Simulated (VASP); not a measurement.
# MoS2 in VASP: notebook, part 2 of 2

VASP 6.6.1.

## Step 3: Single point, PBEsol

INCAR reads:

```
SYSTEM = MoS2
PREC     = Accurate       ! precision mode
ENCUT    = 520            ! plane-wave cutoff, eV
EDIFF    = 1E-7           ! SCF threshold, eV
ISMEAR   = 0              ! smearing method
SIGMA    = 0.05           ! smearing width, eV
LREAL    = .False.        ! projectors in reciprocal space
LASPH    = .True.         ! aspherical terms in the spheres
NELM     = 100            ! most SCF steps
ALGO     = Normal         ! electronic algorithm
ISIF     = 2              ! what is computed and relaxed
LWAVE    = .False.        ! write WAVECAR
LCHARG   = .True.         ! write CHGCAR
GGA      = PS             ! functional
LELF     = .True.         ! ELF
LVHAR    = .True.       
NBANDS   = 49             ! bands
```

KPOINTS reads:

```
regular mesh
0
Gamma
  12 12 1
  0 0 0
```

POSCAR reads:

```
MoS2
1.0
    3.1407285108      0.0000000000      0.0000000000
   -1.5703642554      2.7199506767      0.0000000000
    0.0000000000      0.0000000000     28.0139064959
Mo S
3 6
Direct
    0.6666666667      0.3333333333      0.0000000000
    0.3333333333      0.6666666667      0.7755311770
    0.3333333333      0.6666666667      0.2244688230
    0.3333333333      0.6666666667      0.0547684867
    0.6666666667      0.3333333333      0.8303044720
    0.6666666667      0.3333333333      0.2791918320
    0.3333333333      0.6666666667      0.9434466855
    0.6666666667      0.3333333333      0.7190233402
    0.6666666667      0.3333333333      0.1679107002
```

Potentials or basis: VASP PAW PBE potentials, release 64 (Mo_sv, S).

On the command line:

```console
cat potpaw_PBE.64/Mo_sv/POTCAR potpaw_PBE.64/S/POTCAR > POTCAR
mpirun -np 1 vasp_std > vasp.out
```

OUTCAR:

```text
SYSTEM = MoS2
   PREC = Accurate
   ENCUT = 520
   EDIFF = 1E-7
   ISMEAR = 0
   LREAL = .False.
   LASPH = .True.
   NELM = 100
   ISIF = 2
   GGA = PS

 ion  position               nearest neighbor table
   1  0.667  0.333  0.000-   4 2.38   4 2.38   4 2.38   7 2.41   7 2.41   7 2.41
   2  0.333  0.667  0.776-   5 2.38   5 2.38   5 2.38   8 2.41   8 2.41   8 2.41
   3  0.333  0.667  0.224-   6 2.37   6 2.37   6 2.37   9 2.41   9 2.41   9 2.41
   4  0.333  0.667  0.055-   1 2.38   1 2.38   1 2.38
   5  0.667  0.333  0.830-   2 2.38   2 2.38   2 2.38
   6  0.667  0.333  0.279-   3 2.37   3 2.37   3 2.37
   7  0.333  0.667  0.943-   1 2.41   1 2.41   1 2.41
   8  0.667  0.333  0.719-   2 2.41   2 2.41   2 2.41
   9  0.667  0.333  0.168-   3 2.41   3 2.41   3 2.41

  LATTYP: Found a hexagonal cell.
 ALAT       =     3.1407285108
 C/A-ratio  =     8.9195568479

  Lattice vectors:

 A1 = (   3.1407285108,   0.0000000000,   0.0000000000)
 A2 = (  -1.5703642554,   2.7199506767,   0.0000000000)
 A3 = (   0.0000000000,   0.0000000000,  28.0139064959)

Analysis of symmetry for initial positions (statically):
=====================================================================
 Subroutine PRICEL returns:
 Original cell was already a primitive cell.

 Routine SETGRP: Setting up the symmetry group for a
 hexagonal supercell.

 Subroutine GETGRP returns: Found  6 space group operations
 (whereof  6 operations were pure point group operations)
 out of a pool of 24 trial point group operations.

The static configuration has the point symmetry C_3v.

Analysis of symmetry for dynamics (positions and initial velocities):
=====================================================================
 Subroutine PRICEL returns:
 Original cell was already a primitive cell.

 Routine SETGRP: Setting up the symmetry group for a
 hexagonal supercell.

 Subroutine GETGRP returns: Found  6 space group operations
[... 136 lines left out ...]
   GGA     = PS    functional components
   LHFCALC =     F    Hartree Fock is set to
   AEXX    =    0.0000 exact exchange contribution
   IVDW    =     0    specifies the selected vdW correction
   LEPSILON=     F    determine dielectric tensor
   LRPA    =     F    only Hartree local field effects (RPA)
 non-spin polarized calculation
 Gauss-broadening in eV      SIGMA  =   0.05
  energy-cutoff  :      520.00
  volume of cell :      239.31
 maximum number of plane-waves:      6500
 NGX is ok and might be reduce to    24
   NGX = 11   NGY = 11   NGZ =105

 number of electron      78.0000001 magnetization

 Free energy of the ion-electron system (eV)
  ---------------------------------------------------
  ext. energy  EPLUGINS =         0.00000000
  ---------------------------------------------------
  free energy    TOTEN  =       -70.30174659 eV

  energy without entropy =      -70.30174659  energy(sigma->0) =      -70.30174659

 E-fermi :   3.2664     XC(G=0):  -7.6679

 val. band max:        3.0482352877   @ k =   0.0000   0.0000   0.0000
 cond. band min:       4.2355931676   @ k =   0.1667   0.1667   0.0000
 fundamental gap:      1.1873578799
 Fermi energy:         3.2663873870

 k-point     1 :       0.0000    0.0000    0.0000
  band No.  band energies     occupation
      1     -58.1742      2.00000
      2     -58.1355      2.00000
      3     -58.0936      2.00000
      4     -32.3864      2.00000
      5     -32.3474      2.00000
      6     -32.3057      2.00000
[... 977 lines left out ...]
     48       6.2874      0.00000
     49       7.6374      0.00000

------------------------ aborting loop because EDIFF is reached ----------------------------------------

  FORCE on cell =-STRESS in cart. coord.  units (eV):
  Direction    XX          YY          ZZ          XY          YZ          ZX
  --------------------------------------------------------------------------------------
  -------------------------------------------------------------------------------------
  Total        0.0984551      0.0984551      0.0193023      0.0000000      0.0000000      0.0000000
  in kB        0.6591489      0.6591489      0.1292274      0.0000000      0.0000000      0.0000000
  external PRESSURE =       0.4825084 kB  Pullay stress =       0.0000000 kB

 VOLUME and BASIS-vectors are now :
 -----------------------------------------------------------------------------
  energy-cutoff  :      520.00
  volume of cell :      239.31
      direct lattice vectors                 reciprocal lattice vectors
     3.140728511  0.000000000  0.000000000     0.318397466  0.183826863  0.000000000
    -1.570364255  2.719950677  0.000000000     0.000000000  0.367653726  0.000000000
     0.000000000  0.000000000 28.013906496     0.000000000  0.000000000  0.035696557

 POSITION                                       TOTAL-FORCE (eV/Angst)
 -----------------------------------------------------------------------------------
      1.57036      0.90665      0.00000        -0.000000      0.000000     -0.777848
     -0.00000      1.81330     21.72566        -0.000000      0.000000     -0.782995
     -0.00000      1.81330      6.28825         0.000000     -0.000000     -0.781790
     -0.00000      1.81330      1.53428        -0.000000      0.000000      0.401866
      1.57036      0.90665     23.26007         0.000000     -0.000000      0.404034
      1.57036      0.90665      7.82125         0.000000     -0.000000      0.408246
     -0.00000      1.81330     26.42963         0.000000     -0.000000      0.375982
      1.57036      0.90665     20.14265         0.000000     -0.000000      0.377788
      1.57036      0.90665      4.70383        -0.000000      0.000000      0.374718
 -----------------------------------------------------------------------------------
    total drift:                                0.000000     -0.000000      0.000061

  FREE ENERGIE OF THE ION-ELECTRON SYSTEM (eV)
  ---------------------------------------------------
  free  energy   TOTEN  =       -70.3017465916 eV

  energy  without entropy=      -70.3017465916  energy(sigma->0) =      -70.30174659
```

stdout:

```text
POSCAR found type information on POSCAR MoS
 POSCAR found :  2 types and       9 ions
 scaLAPACK will be used
 -----------------------------------------------------------------------------
|                                                                             |
|                                                                             |
|     You enforced a specific xc type in the INCAR file but a different       |
|     I HOPE YOU KNOW WHAT YOU ARE DOING!                                     |
|                                                                             |
 -----------------------------------------------------------------------------

 LDA part: xc-table for (Slater+PW92), standard interpolation
 POSCAR, INCAR and KPOINTS ok, starting setup
 FFT: planning ... GRIDC
 FFT: planning ... GRID_SOFT
 FFT: planning ... GRID
 WAVECAR not read
 entering main loop
```

Run time: 11 min. Hardware: 1 thread of AMD EPYC 7R43 (Zen 3), shared host; peak memory 0.39 GiB.

What came out:

* Free energy: -70.3017 eV
* Largest force: 0.783 eV/Å
* Band gap on the k mesh: 1.19 eV (least direct gap 1.71 eV)

Forces in eV/Å, atoms in the order of the input:
```
Mo   0.000  0.000 -0.778
Mo   0.000  0.000 -0.783
Mo   0.000  0.000 -0.782
S    0.000  0.000  0.402
S    0.000  0.000  0.404
S    0.000  0.000  0.408
S    0.000  0.000  0.376
S    0.000  0.000  0.378
S    0.000  0.000  0.375
```

Caveat: the cell differs from its parent crystal (all S atoms moved +0.025 Å, as atom 4 towards its neighbour atom 7 (S) at 3.119 Å); there is no dipole correction, which matters where the two faces differ; the PAW data sets were made with another functional, which shifts forces and pressure a little.
